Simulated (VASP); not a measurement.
Wanted: the native input for a VASP 6.6.1 run.

- Task: single point
- Functional: PBEsol
- Potentials or basis: VASP PAW PBE potentials, release 64 (Ni_sv_GW, O)
- Cutoff: 700 eV
- k mesh: 12 × 12 × 6
- Occupations: gaussian, width 0.05 eV
- Spin: no spin polarisation
- Dipole correction: no
- Further INCAR settings: ALGO = Normal; EDIFF = 1e-06; NBANDS = 22

The structure of NiO2 lies in POSCAR:

```
NiO2
1.0
    2.8419904474      0.0000000000      0.0000000000
   -1.4209952237      2.4612359247      0.0000000000
    0.0000000000      0.0000000000      4.7717019612
Ni O
1 2
Direct
    0.0000000000      0.0000000000      0.5000000000
    0.6666666667      0.3333333333      0.6625222406
    0.3333333333      0.6666666667      0.3374777594
```

This cell differs from its parent crystal: atoms shifted along a free coordinate, c/a of the conventional cell at fixed volume 1.6790.

These files were run (other wordings do the same):

INCAR

```
PREC = Accurate
ENCUT = 700
EDIFF = 1E-6
ISMEAR = 0
SIGMA = 0.05
LREAL = False
LASPH = True
NELM = 120
ALGO = Normal
ISIF = 2
LWAVE = False
LCHARG = False
GGA = PS
NBANDS = 22
GGA_COMPAT = False
```

KPOINTS

```
Automatic mesh
0
Gamma
  12 12 6
```

Potentials or basis: VASP PAW PBE potentials, release 64 (Ni_sv_GW, O).

The run is started by

```console
$ cat potpaw_PBE.64/Ni_sv_GW/POTCAR potpaw_PBE.64/O/POTCAR > POTCAR
$ mpirun -np 1 vasp_std > vasp.out
```

Results of the run:

The pressure is 13.8 GPa and the largest force is 2.634 eV/Å. The band gap on the k mesh is 0.83 eV (least direct gap 1.30 eV).

Caveat: the stress differs along the axes, from 12 to 18 GPa; the PAW data sets were made with another functional, which shifts forces and pressure a little; the run has no spin polarisation, though such a crystal can be magnetic.

Wall time 2.6 min on 1 thread of Intel(R) Xeon(R) Platinum 8259CL CPU @ 2.50GHz (Skylake/Cascade Lake), with other jobs on the host, peak memory 0.27 GiB.
